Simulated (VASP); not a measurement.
The system is BaTiO3.

```
CELL_PARAMETERS angstrom
3.98545 0.00000 0.00000
0.00000 3.98545 0.00000
0.00000 0.00000 4.01146
ATOMIC_POSITIONS crystal
Ba 0.50000 0.50000 0.58354
Ti 0.00000 0.00000 0.09986
O 0.00000 0.50000 0.06303
O 0.50000 0.00000 0.06303
O 0.00000 0.00000 0.55053
```

This cell differs from its parent crystal: strain along c alone, the other axes held: -4.5 %.

```yaml
Program: VASP 6.6.1
Task: relaxation of the atoms
Functional: PBE
Potentials_or_basis: VASP PAW PBE potentials, release 64 (Ba_sv, Ti_sv, O)
Cutoff: 520 eV
k_mesh: 8 × 8 × 6
Occupations: gaussian, width 0.02 eV
Spin: no spin polarisation
```

At the start: pressure 7.5 GPa; volume 12.74 Å³/atom.

Problem. How do energy, volume and symmetry change on relaxing?

Solution. Over 6 steps the energy falls by 2.4 meV/atom; space group P4mm (No. 99, to 0.1 Å) before and after.

The path:
```
step  energy change (eV)  largest force (eV/Å)  pressure (GPa)
   1              0.0000                0.4723            7.49
   2             -0.0104                0.1056            6.47
   3             -0.0106                0.1114            6.34
   4             -0.0115                0.0712            6.31
   5             -0.0121                0.0248            6.27
   6             -0.0121                0.0033            6.23
```

Final structure:
```cif
data_structure
_symmetry_space_group_name_H-M 'P 1'
_symmetry_Int_Tables_number 1
_cell_length_a 3.9854
_cell_length_b 3.9854
_cell_length_c 4.0115
_cell_angle_alpha 90.000
_cell_angle_beta 90.000
_cell_angle_gamma 90.000
_cell_volume 63.72
loop_
_atom_site_label
_atom_site_type_symbol
_atom_site_fract_x
_atom_site_fract_y
_atom_site_fract_z
_atom_site_occupancy
Ba1 Ba 0.50000 0.50000 0.57874 1
Ti1 Ti 0.00000 0.00000 0.09271 1
O1 O 0.00000 0.50000 0.06552 1
O2 O 0.50000 0.00000 0.06552 1
O3 O 0.00000 0.00000 0.55750 1
```

Caveat: the cell differs from its parent crystal (strain along c alone, the other axes held: -4.5 %).
